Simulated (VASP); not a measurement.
# Hg (Fd-3m) in VASP: a series of runs

Runs on Hg. Level: LDA. Tasks: single point.

All numbers are computed with VASP 6.6.1; they aren't measurements. Logs are shortened: lines on timing, memory, paths and dates and some standing lists are left out, and cuts for length are marked.

## (1) The cell of the first run

Symmetry: Fd-3m, No. 227, cubic system. Conventional cell: a = 4.862 Å, b = 4.862 Å, c = 4.862 Å, α = 90.00°, β = 90.00°, γ = 90.00°. Hg (site symmetry -43m) has 4 Hg at 2.11 Å within 2.8 Å.

## (2) Single point, LDA (14.36 Å³/atom)

INCAR reads:

```
SYSTEM = Hg
PREC = Accurate
ENCUT = 520
EDIFF = 1E-6
ISMEAR = -1
SIGMA = 0.1
LREAL = .False.
LASPH = .True.
NELM = 80
ALGO = Normal
ISIF = 2
LWAVE = .False.
LCHARG = .False.
NBANDS = 19
```

KPOINTS reads:

```
Automatic mesh
0
Gamma
  12 12 12
  0 0 0
```

POSCAR reads:

```
Hg
1.0
    0.0000000000      2.4307906603      2.4307906603
    2.4307906603      0.0000000000      2.4307906603
    2.4307906603      2.4307906603      0.0000000000
Hg
2
Direct
   -0.1250000000     -0.1250000000     -0.1250000000
    0.1250000000      0.1250000000      0.1250000000
```

Potentials or basis: VASP PAW LDA potentials, release 64 (Hg).

Command:

```console
$ cat potpaw_LDA.64/Hg/POTCAR > POTCAR
$ mpirun -np 1 vasp_std > vasp.out
```

OUTCAR:

```text
SYSTEM = Hg
   PREC = Accurate
   ENCUT = 520
   EDIFF = 1E-6
   ISMEAR = -1
   LREAL = .False.
   LASPH = .True.
   NELM = 80
   ISIF = 2

 ion  position               nearest neighbor table
   1  0.875  0.875  0.875-   2 2.11   2 2.11   2 2.11   2 2.11
   2  0.125  0.125  0.125-   1 2.11   1 2.11   1 2.11   1 2.11

  LATTYP: Found a face centered cubic cell.
 ALAT       =     4.8615813206

  Lattice vectors:

 A1 = (   0.0000000000,   2.4307906603,   2.4307906603)
 A2 = (   2.4307906603,   0.0000000000,   2.4307906603)
 A3 = (   2.4307906603,   2.4307906603,   0.0000000000)

Analysis of symmetry for initial positions (statically):
=====================================================================
 Subroutine PRICEL returns:
 Original cell was already a primitive cell.

 Routine SETGRP: Setting up the symmetry group for a
 face centered cubic supercell.

 Subroutine GETGRP returns: Found 48 space group operations
 (whereof 12 operations were pure point group operations)
 out of a pool of 48 trial point group operations.

The static configuration has the point symmetry D_3d.
 The point group associated with its full space group is O_h .

Analysis of symmetry for dynamics (positions and initial velocities):
=====================================================================
 Subroutine PRICEL returns:
 Original cell was already a primitive cell.

 Routine SETGRP: Setting up the symmetry group for a
 face centered cubic supercell.

 Subroutine GETGRP returns: Found 48 space group operations
 (whereof 12 operations were pure point group operations)
 out of a pool of 48 trial point group operations.

The dynamic configuration has the point symmetry D_3d.
 The point group associated with its full space group is O_h .

 Subroutine INISYM returns: Found 48 space group operations
 (whereof 12 operations are pure point group operations),
 and found     1 'primitive' translations

----------------------------------------------------------------------------------------

                                     Primitive cell

  volume of cell :      28.7258

  direct lattice vectors                    reciprocal lattice vectors
     0.000000000  2.430790660  2.430790660    -0.205694389  0.205694389  0.205694389
     2.430790660  0.000000000  2.430790660     0.205694389 -0.205694389  0.205694389
     2.430790660  2.430790660  0.000000000     0.205694389  0.205694389 -0.205694389

  length of vectors
     3.437657119  3.437657119  3.437657119     0.356273133  0.356273133  0.356273133

  position of ions in fractional coordinates (direct lattice)
     0.875000000  0.875000000  0.875000000
     0.125000000  0.125000000  0.125000000

  ion indices of the primitive-cell ions
   primitive index   ion index
                 1           1
                 2           2

----------------------------------------------------------------------------------------

 KPOINTS: Automatic mesh

Automatic generation of k-mesh.
 Grid dimensions read from file:
 generate k-points for:   12   12   12

 Generating k-lattice:

  Cartesian coordinates                     Fractional coordinates (reciprocal lattice)
    -0.017141199  0.017141199  0.017141199     0.083333333  0.000000000  0.000000000
     0.017141199 -0.017141199  0.017141199     0.000000000  0.083333333  0.000000000
     0.017141199  0.017141199 -0.017141199     0.000000000  0.000000000  0.083333333

  Length of vectors
     0.029689428  0.029689428  0.029689428

  Shift w.r.t. Gamma in fractional coordinates (k-lattice)
     0.000000000  0.000000000  0.000000000

 Subroutine IBZKPT returns following result:
 ===========================================

 Found     72 irreducible k-points:

 Following reciprocal coordinates:
            Coordinates               Weight
  0.000000  0.000000  0.000000      1.000000
  0.083333  0.000000  0.000000      8.000000
  0.166667  0.000000  0.000000      8.000000
  0.250000  0.000000  0.000000      8.000000
  0.333333  0.000000  0.000000      8.000000
  0.416667  0.000000  0.000000      8.000000
[... 16 lines left out ...]
  0.500000  0.166667  0.000000     24.000000
 -0.416667  0.166667  0.000000     24.000000
 [... further k-points ...]
   k-points           NKPTS =     72   k-points in BZ     NKDIM =     72   number of bands    NBANDS=     19
   number of dos      NEDOS =    301   number of ions     NIONS =      2
   total plane-waves  NPLWV =  21952
   dimension x,y,z NGX =    28 NGY =   28 NGZ =   28
   dimension x,y,z NGXF=    56 NGYF=   56 NGZF=   56
   ions per type =               2
   NGX,Y,Z   is equivalent  to a cutoff of  13.54, 13.54, 13.54 a.u.
   NGXF,Y,Z  is equivalent  to a cutoff of  27.08, 27.08, 27.08 a.u.
 SYSTEM =  Hg
   PREC   = accura    normal or accurate (medium, high low for compatibility)
   ISTART =      0    job   : 0-new  1-cont  2-samecut
   ICHARG =      2    charge: 1-file 2-atom 10-const
   ISPIN  =      1    spin polarized calculation?
   LNONCOLLINEAR =      F non collinear calculations
   LSORBIT =      F    spin-orbit coupling
   LASPH  =      T    aspherical Exc in radial PAW
   ENCUT  =  520.0 eV  38.22 Ry    6.18 a.u.   6.39  6.39  6.39*2*pi/ulx,y,z
   NELM   =     80;   NELMIN=  2; NELMDL= -5     # of ELM steps
   EDIFF  = 0.1E-05   stopping-criterion for ELM
   LREAL  =      F    real-space projection
   EDIFFG = 0.1E-04   stopping-criterion for IOM
   NSW    =      0    number of steps for IOM
   IBRION =     -1    ionic relax: 0-MD 1-quasi-New 2-CG
   NFREE  =      0    steps in history (QN), initial steepest desc. (CG)
   ISIF   =      2    stress and relaxation
   ISYM   =      2    0-nonsym 1-usesym 2-fastsym
   POTIM  = 0.5000    time-step for ionic-motion
   TEBEG  =    0.0;   TEEND  =   0.0 temperature during run
   PSTRESS=    0.0 pullay stress
   NELECT =      24.0000    total number of electrons
   NUPDOWN=      -1.0000    fix difference up-down
   EMIN   =  10.00;   EMAX   =-10.00  energy-range for DOS
   EFERMI =   0.00;   METHOD = LEGACY
   ISMEAR =    -1;   SIGMA  =   0.10  broadening in eV -4-tet -1-fermi 0-gaus
   EFERMI_NEDOS =   21; number of points for ismear=-14 and -15
   IALGO  =     38    algorithm
   IMIX   =      4    mixing-type and parameters
     AMIX     =   0.40;   BMIX     =  1.00
     AMIX_MAG =   1.60;   BMIX_MAG =  1.00
  volume/ion in A,a.u.               =      14.36        96.93
  Fermi-wavevector in a.u.,A,eV,Ry     =   1.541893  2.913756 32.346971  2.377435
  Thomas-Fermi vector in A             =   2.647775
   LORBIT       =      0    0 simple, 1 ext, 2 COOP (PROOUT), +10 PAW based schemes
   GGA     = CA    functional components
   LHFCALC =     F    Hartree Fock is set to
   AEXX    =    0.0000 exact exchange contribution
   IVDW    =     0    specifies the selected vdW correction
   LEPSILON=     F    determine dielectric tensor
   LRPA    =     F    only Hartree local field effects (RPA)
 non-spin polarized calculation
  energy-cutoff  :      520.00
  volume of cell :       28.73
 maximum number of plane-waves:       789
 NGX is ok and might be reduce to    28
   NGX = 13   NGY = 13   NGZ = 13

 number of electron      24.0000004 magnetization

 Free energy of the ion-electron system (eV)
  ---------------------------------------------------
  ext. energy  EPLUGINS =         0.00000000
  ---------------------------------------------------
  free energy    TOTEN  =        13.87886016 eV

  energy without entropy =       13.89787751  energy(sigma->0) =       13.88836883

 E-fermi :   9.1209     XC(G=0): -13.6485

 val. band max:        8.9685947528   @ k =  -0.4167   0.3333   0.0833
 cond. band min:       9.1562296892   @ k =  -0.4167   0.3333   0.1667
 fundamental gap:      0.1876349364
 Fermi energy:         9.1209197892

 k-point     1 :       0.0000    0.0000    0.0000
  band No.  band energies     occupation
      1      -6.3035      2.00000
      2      -4.9942      2.00000
      3      -4.9942      2.00000
      4      -4.4561      2.00000
      5      -4.4561      2.00000
      6      -4.4561      2.00000
[... 11 lines left out ...]
     18      21.8199      0.00000
     19      21.8199      0.00000

 k-point     2 :       0.0833    0.0000    0.0000
  band No.  band energies     occupation
      1      -6.1460      2.00000
      2      -5.1182      2.00000
      3      -5.1182      2.00000
      4      -4.4717      2.00000
      5      -4.2764      2.00000
      6      -4.2764      2.00000
[... 11 lines left out ...]
     18      21.4876      0.00000
     19      21.6616      0.00000

 k-point     3 :       0.1667    0.0000    0.0000
  band No.  band energies     occupation
      1      -5.7165      2.00000
      2      -5.2656      2.00000
      3      -5.2656      2.00000
      4      -4.5021      2.00000
      5      -4.0021      2.00000
      6      -4.0021      2.00000
[... 11 lines left out ...]
     18      21.3712      0.00000
     19      22.4455      0.00000

 k-point     4 :       0.2500    0.0000    0.0000
  band No.  band energies     occupation
      1      -5.3046      2.00000
      2      -5.3046      2.00000
      3      -5.1916      2.00000
      4      -4.4797      2.00000
      5      -3.8649      2.00000
      6      -3.8649      2.00000
[... 11 lines left out ...]
     18      21.7257      0.00000
     19      23.4916      0.00000

 k-point     5 :       0.3333    0.0000    0.0000
  band No.  band energies     occupation
      1      -5.2171      2.00000
      2      -5.2171      2.00000
      3      -4.9169      2.00000
      4      -4.2934      2.00000
      5      -3.9496      2.00000
      6      -3.9496      2.00000
[... 11 lines left out ...]
     18      22.0972      0.00000
     19      25.3904      0.00000

 k-point     6 :       0.4167    0.0000    0.0000
  band No.  band energies     occupation
      1      -5.0312      2.00000
      2      -5.0312      2.00000
      3      -4.8650      2.00000
      4      -4.1877      2.00000
      5      -4.1877      2.00000
      6      -4.1465      2.00000
[... 11 lines left out ...]
     18      22.1472      0.00000
     19      26.5673      0.00000

 k-point     7 :       0.5000    0.0000    0.0000
  band No.  band energies     occupation
      1      -4.8900      2.00000
      2      -4.8900      2.00000
      3      -4.8568      2.00000
      4      -4.3575      2.00000
      5      -4.3575      2.00000
      6      -4.1197      2.00000
[... 11 lines left out ...]
     18      22.1421      0.00000
     19      26.9629      0.00000

 k-point     8 :       0.0833    0.0833    0.0000
  band No.  band energies     occupation
      1      -6.0909      2.00000
      2      -5.3214      2.00000
      3      -4.8859      2.00000
      4      -4.4816      2.00000
      5      -4.4816      2.00000
      6      -4.0510      2.00000
[... 256 lines left out ...]
 k-point    20 :       0.2500    0.1667    0.0000
  band No.  band energies     occupation
      1      -5.8338      2.00000
      2      -5.0162      2.00000
      3      -4.6871      2.00000
      4      -4.5919      2.00000
      5      -4.2704      2.00000
      6      -3.1155      2.00000
[... 11 lines left out ...]
     18      22.9480      0.00000
     19      25.5153      0.00000

 k-point    21 :       0.3333    0.1667    0.0000
  band No.  band energies     occupation
      1      -5.8482      2.00000
      2      -4.8837      2.00000
      3      -4.7472      2.00000
      4      -4.2959      2.00000
      5      -4.0962      2.00000
      6      -2.9865      2.00000
[... 11 lines left out ...]
     18      23.5335      0.00000
     19      25.7439      0.00000

 k-point    22 :       0.4167    0.1667    0.0000
  band No.  band energies     occupation
      1      -5.7951      2.00000
      2      -4.9543      2.00000
      3      -4.8303      2.00000
      4      -3.9664      2.00000
      5      -3.9658      2.00000
      6      -3.1154      2.00000
[... 11 lines left out ...]
     18      23.8724      0.00000
     19      25.6352      0.00000

 k-point    23 :       0.5000    0.1667    0.0000
  band No.  band energies     occupation
      1      -5.7398      2.00000
      2      -5.0191      2.00000
      3      -4.8860      2.00000
      4      -3.8396      2.00000
      5      -3.7511      2.00000
      6      -3.4126      2.00000
[... 11 lines left out ...]
     18      23.9585      0.00000
     19      25.9081      0.00000

 k-point    24 :      -0.4167    0.1667    0.0000
  band No.  band energies     occupation
      1      -5.6687      2.00000
      2      -5.2716      2.00000
      3      -4.6671      2.00000
      4      -3.8877      2.00000
      5      -3.7340      2.00000
      6      -3.4433      2.00000
[... 11 lines left out ...]
     18      25.2317      0.00000
     19      26.8837      0.00000

 [... further k-points ...]

------------------------ aborting loop because EDIFF is reached ----------------------------------------

  FORCE on cell =-STRESS in cart. coord.  units (eV):
  Direction    XX          YY          ZZ          XY          YZ          ZX
  --------------------------------------------------------------------------------------
  -------------------------------------------------------------------------------------
  Total       55.7784110     55.7784110     55.7784110      0.0000000      0.0000000      0.0000000
  in kB     3111.0289166   3111.0289166   3111.0289166      0.0000000      0.0000000      0.0000000
  external PRESSURE =    3111.0289166 kB  Pullay stress =       0.0000000 kB

 VOLUME and BASIS-vectors are now :
 -----------------------------------------------------------------------------
  energy-cutoff  :      520.00
  volume of cell :       28.73
      direct lattice vectors                 reciprocal lattice vectors
     0.000000000  2.430790660  2.430790660    -0.205694389  0.205694389  0.205694389
     2.430790660  0.000000000  2.430790660     0.205694389 -0.205694389  0.205694389
     2.430790660  2.430790660  0.000000000     0.205694389  0.205694389 -0.205694389

 POSITION                                       TOTAL-FORCE (eV/Angst)
 -----------------------------------------------------------------------------------
      4.25388      4.25388      4.25388        -0.000000     -0.000000     -0.000000
      0.60770      0.60770      0.60770         0.000000      0.000000      0.000000
 -----------------------------------------------------------------------------------
    total drift:                                0.000000     -0.000000     -0.000000

  FREE ENERGIE OF THE ION-ELECTRON SYSTEM (eV)
  ---------------------------------------------------
  free  energy   TOTEN  =        13.8788601554 eV

  energy  without entropy=       13.8978775125  energy(sigma->0) =       13.88836883
```

Wall time 14 s (1 thread of Intel Xeon 6975P-C (Granite Rapids), shared host); peak memory 0.16 GiB.

What came out:

| Item | Value |
| --- | --- |
| Free energy | 13.8789 eV |
| Pressure | 311.1 GPa |
| Band gap on the k mesh | zero (bands 12 and 13 overlap by 11.66 eV) |

Caveat: the cell stands under pressure; spin-orbit coupling is left out, which moves the levels of the heavy elements.

## (3) Single point, LDA (14.36 Å³/atom)

INCAR reads:

```
SYSTEM = Hg
ALGO     = Normal         ! electronic algorithm
EDIFF    = 1E-6           ! SCF threshold, eV
ENCUT    = 520            ! plane-wave cutoff, eV
GGA      = CA             ! functional
ISIF     = 2              ! what is computed and relaxed
ISMEAR   = -1             ! smearing method
LASPH    = .True.         ! aspherical terms in the spheres
LCHARG   = .False.        ! write CHGCAR
LREAL    = .False.        ! projectors in reciprocal space
LWAVE    = .False.        ! write WAVECAR
NBANDS   = 19             ! bands
NELM     = 100            ! most SCF steps
PREC     = Accurate       ! precision mode
SIGMA    = 0.1            ! smearing width, eV
```

KPOINTS reads:

```
k-points
0
Gamma
  12 12 12
  0 0 0
```

POSCAR is that of step 2.

Potentials or basis: VASP PAW LDA potentials, release 64 (Hg).

Command:

```console
$ cat potpaw_LDA.64/Hg/POTCAR > POTCAR
$ mpirun -np 1 vasp_std > vasp.out
```

Wall time 14 s (1 thread of Intel Xeon 6975P-C (Granite Rapids), shared host); peak memory 0.16 GiB.

The run converged. Its results:

* Free energy: 13.8789 eV
* Pressure: 311.1 GPa
* Band gap on the k mesh: zero (bands 12 and 13 overlap by 11.66 eV)

Levels at points of the mesh, in eV from the Fermi level:
```csv
k point,band 10,band 11,band 12,band 13,band 14,band 15
"(0.00, 0.00, 0.00)",-6.39,-6.39,9.56,9.60,10.92,10.92
"(0.50, 0.00, 0.00)",-6.94,-6.94,-4.47,6.66,6.66,7.32
"(0.50, 0.50, 0.00)",-6.52,-3.60,-3.60,0.12,0.12,7.84
```

Caveat: the cell stands under pressure; spin-orbit coupling is left out, which moves the levels of the heavy elements.

## (4) Single point, LDA (14.36 Å³/atom)

INCAR reads:

```
PREC     = Accurate       # precision mode
ENCUT    = 520            # plane-wave cutoff, eV
EDIFF    = 1E-7           # SCF threshold, eV
ISMEAR   = -1             # smearing method
SIGMA    = 0.1            # smearing width, eV
LREAL    = False          # projectors in reciprocal space
LASPH    = True           # aspherical terms in the spheres
NELM     = 100            # most SCF steps
ALGO     = Normal         # electronic algorithm
ISIF     = 2              # what is computed and relaxed
LWAVE    = False          # write WAVECAR
LCHARG   = False          # write CHGCAR
NBANDS   = 19             # bands
```

KPOINTS reads:

```
Automatic mesh
0
Gamma
  12 12 12
```

POSCAR is that of step 3.

Command:

```console
$ cat potpaw_LDA.64/Hg/POTCAR > POTCAR
$ mpirun -np 1 vasp_std > vasp.out
```

Wall time 16 s (1 thread of Intel Xeon 6975P-C (Granite Rapids), shared host); peak memory 0.16 GiB.

Results (log left out):

```yaml
Free_energy: 13.8789 eV
Pressure: 311.2 GPa
Band_gap_on_the_k_mesh: zero (bands 12 and 13 overlap by 11.66 eV)
```

Levels at points of the mesh, in eV from the Fermi level:
```csv
k point,band 9,band 10,band 11,band 12,band 13,band 14,band 15,band 16
"(0.00, 0.00, 0.00)",-9.35,-6.39,-6.39,9.56,9.60,10.92,10.92,10.92
"(0.50, 0.00, 0.00)",-7.45,-6.94,-6.94,-4.47,6.66,6.66,7.32,12.53
"(0.50, 0.50, 0.00)",-6.52,-6.52,-3.60,-3.60,0.12,0.12,7.84,7.84
```

Caveat: the cell stands under pressure; spin-orbit coupling is left out, which moves the levels of the heavy elements.

The gap in the log of VASP goes by the Fermi energy; the results here count the filled bands.